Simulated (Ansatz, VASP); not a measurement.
# CuO: VASP and Ansatz over several settings

```xyz
4
Lattice="2.3727 -1.7338 0.0000 2.3727 1.7338 0.0000 -0.8612 0.0000 5.1244" Properties=species:S:1:pos:R:3 pbc="T T T"
Cu    0.7557   -0.8669    2.5622
Cu    1.1863    0.8669    0.0000
O     1.7268    0.2830    3.8433
O     2.1574   -0.2830    1.2811
```

Single points on this cell with VASP 6.6.1 and Ansatz 0.2.0. Each row is one pair of runs. Alike in all rows: spin: off; k mesh: 10 × 10 × 5; smearing: fermi-dirac, width 0.05 eV; VASP's potentials, cutoff: VASP PAW PBE potentials, release 64 (Cu, O), 520 eV; Ansatz's potentials, cutoff: Ansatz PAW, 420 eV.

```tsv
level	gap on the k mesh at the Fermi level (eV), VASP	gap on the k mesh at the Fermi level (eV), Ansatz	pressure (GPa), VASP	pressure (GPa), Ansatz	rms of the force components (eV/Å), VASP	rms of the force components (eV/Å), Ansatz
BLYP	none	none	5.9	5.2	0.121	0.140
SVWN5	?	none	?	-15.5	?	0.237
PBE+D3(BJ)	none	none	-4.6	-5.2	0.138	0.154
```

Problem. Fill in what VASP gave in row 2.

Solution. gap on the k mesh at the Fermi level (eV): none; pressure (GPa): -14.9; rms of the force components (eV/Å): 0.222.

VASP's potentials hold 34 valence electrons a cell and Ansatz's 50, so a difference there can come from the potentials and not from the codes.

A gap of «none» marks a metal or a gap that the smearing closes.
